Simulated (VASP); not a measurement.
The system is Si2Ge2Ir.

```
Si Ge Ir
1.0
     4.06701    0.00000    0.00000
    -2.03350    3.52213    0.00000
     0.00000    0.00000    5.88258
Si Ge Ir
2 2 1
Direct
  0.00000 0.00000 0.00000
  0.00000 0.00000 0.50000
  0.66667 0.33333 0.50000
  0.66667 0.33333 0.00000
  0.33333 0.66667 0.50000
```

The cell was built from a structure type or drawn by symmetry, and may not be a known phase.

| Property | Result |
| --- | --- |
| Program | VASP 6.6.1 |
| Task | relaxation of cell and atoms |
| Functional | PBE |
| Potentials or basis | VASP PAW PBE potentials, release 64 (Si, Ge_d, Ir) |
| Cutoff | 500 eV |
| k mesh | 5 × 5 × 3 |
| Occupations | gaussian, width 0.2 eV |
| Spin | no spin polarisation |

At the start: pressure 25.1 GPa; volume 16.85 Å³/atom.

Where does the relaxation end?

Over 9 steps the energy falls by 277.6 meV/atom and the volume is 18.00 Å³/atom (+6.8 %); space group P-6m2 (No. 187, to 0.1 Å) before and after.

The path:
| step | energy change (eV) | largest force (eV/Å) | pressure (GPa) | volume (Å³) |
| --- | --- | --- | --- | --- |
| 1 | 0.0000 | 0.0000 | 25.11 | 84.27 |
| 2 | 0.4601 | 0.0000 | -15.19 | 119.56 |
| 3 | -1.2136 | 0.0000 | -3.07 | 97.73 |
| 4 | -1.2207 | 0.0000 | -1.98 | 96.89 |
| 5 | -1.2213 | 0.0000 | -1.58 | 96.57 |
| 6 | -1.2848 | 0.0000 | -1.07 | 94.60 |
| 7 | -1.3816 | 0.0000 | 1.35 | 89.23 |
| 8 | -1.3790 | 0.0000 | -1.52 | 90.89 |
| 9 | -1.3880 | 0.0000 | -0.03 | 89.99 |

Final structure:
```
Si Ge Ir
1.0
     4.41041    0.00000    0.00000
    -2.20520    3.81953    0.00000
     0.00000    0.00000    5.34200
Si Ge Ir
2 2 1
Direct
  0.00000 0.00000 0.00000
  0.00000 0.00000 0.50000
  0.66667 0.33333 0.50000
  0.66667 0.33333 0.00000
  0.33333 0.66667 0.50000
```
